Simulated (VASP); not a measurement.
Write the native input for VASP 6.6.1 that does the following.

```
Task                   : single point
Functional             : PBEsol
Potentials or basis    : VASP PAW PBE potentials, release 64 (Al, Ni)
Cutoff                 : 600 eV
k mesh                 : 20 × 20 × 20
Occupations            : gaussian, width 0.15 eV
Spin                   : no spin polarisation
Dipole correction      : no
Further INCAR settings : ALGO = Normal; EDIFF = 1e-06; NBANDS = 14
```

The structure of AlNi lies in POSCAR:

```
AlNi
1.0
    2.7906114132      0.0000000000      0.0000000000
    0.0000000000      2.7906114132      0.0000000000
    0.0000000000      0.0000000000      2.9337196908
Al Ni
1 1
Direct
    0.0000000000      0.0000000000      0.0000000000
    0.5000000000      0.5000000000      0.5000000000
```

This cell differs from its parent crystal: strain -0.025 along x and y, +0.025 along z.

These files were run (other wordings do the same):

INCAR

```
PREC = Accurate
ENCUT = 600
EDIFF = 1E-6
ISMEAR = 0
SIGMA = 0.15
LREAL = False
LASPH = True
NELM = 120
ALGO = Normal
ISIF = 2
LWAVE = False
LCHARG = True
GGA = PS
LELF = True
LVHAR = True
NBANDS = 14
GGA_COMPAT = False
```

KPOINTS

```
regular mesh
0
Gamma
  20 20 20
```

Potentials or basis: VASP PAW PBE potentials, release 64 (Al, Ni).

Command:

```sh
$ cat potpaw_PBE.64/Al/POTCAR potpaw_PBE.64/Ni/POTCAR > POTCAR
$ mpirun -np 1 vasp_std > vasp.out
```

Results of the run:

```yaml
Pressure: 5.0 GPa
Band_gap_on_the_k_mesh: zero (an odd number of electrons rules out a gap without spin polarisation)
```

Caveat: the cell differs from its parent crystal (strain -0.025 along x and y, +0.025 along z); the cell stands under pressure; the PAW data sets were made with another functional, which shifts forces and pressure a little.

It took 3.2 min on 1 thread of Intel Xeon 8259CL (shared host), peak memory 0.39 GiB.
